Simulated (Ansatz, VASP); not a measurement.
Two plane-wave programs on Au

File INCAR:

```
PREC = Accurate
ENCUT = 520
EDIFF = 1E-7
ISMEAR = 0
SIGMA = 0.15
LREAL = F
LASPH = T
NELM = 80
ALGO = Fast
ISIF = 2
LWAVE = F
LCHARG = F
GGA = PS
NBANDS = 18
```

Contents of KPOINTS:

```
regular mesh
0
Gamma
  22 22 14
```

File POSCAR:

```
Au
1.0
   -1.6210733944      1.6210733944      1.6210733944
    1.6210733944     -1.6210733944      1.6210733944
    3.2421467888      3.2421467888      0.0000000000
Au
2
Direct
   -0.0872393296      0.0872393296      0.0000000000
    0.5872393296      0.4127606704      0.5000000000
```

Input for Ansatz:

```yaml
crystal:
  lattice:
    - [-1.6210733944, 1.6210733944, 1.6210733944]
    - [1.6210733944, -1.6210733944, 1.6210733944]
    - [3.2421467888, 3.2421467888, 0.0]
  atoms:
    - { symbol: Au, position: [-0.0872393296, 0.0872393296, 0.0] }
    - { symbol: Au, position: [0.5872393296, 0.4127606704, 0.5] }
basis:
  ecutwfc: 420
kpoints:
  mp_grid: { grid: [22, 22, 14] }
hamiltonian:
  xc: pbesol
scf:
  occupations: { method: gaussian, width: 0.15 }
output:
  forces: true
  stress: true
  eigenvalues: true
  write_density: true
  write_potential: true
  elf: true
  volumetric_format: npy
```

Change from the starting cell: mode 4 (9.3 1/cm) frozen in, largest displacement -0.400 Å.

Alike in both runs: task single point; functional PBEsol; k mesh 22 × 22 × 14; occupations gaussian, width 0.15 eV; no spin polarisation.

|  | VASP | Ansatz |
| --- | --- | --- |
| version | VASP 6.6.1 | Ansatz 0.2.0 |
| potentials or method | VASP PAW PBE potentials, release 64 (Au), cutoff 520 eV | scalar-relativistic, plane waves, PAW |
| valence electrons in the cell | 22 | 38 |

|  | VASP | Ansatz | Ansatz less VASP |
| --- | --- | --- | --- |
| gap on the k mesh at the Fermi level (eV) | none | none | - |
| pressure (GPa) | 2.9 | 3.2 | +0.29 |
| traceless stress, the component that is largest in VASP (GPa) | -3.99 | -4.01 | -0.025 |
| rms of the force components (eV/Å) | 0.221 | 0.222 | +0.0012 |

VASP's potentials were made for PBE, not for PBEsol. Atom by atom the forces differ by 0.001 eV/Å (rms over components). A gap of «none» marks a metal or a gap that the smearing closes. VASP's potentials hold 22 valence electrons a cell and Ansatz's 38, so a difference there can come from the potentials and not from the codes.

Neither program's run includes spin-orbit coupling.
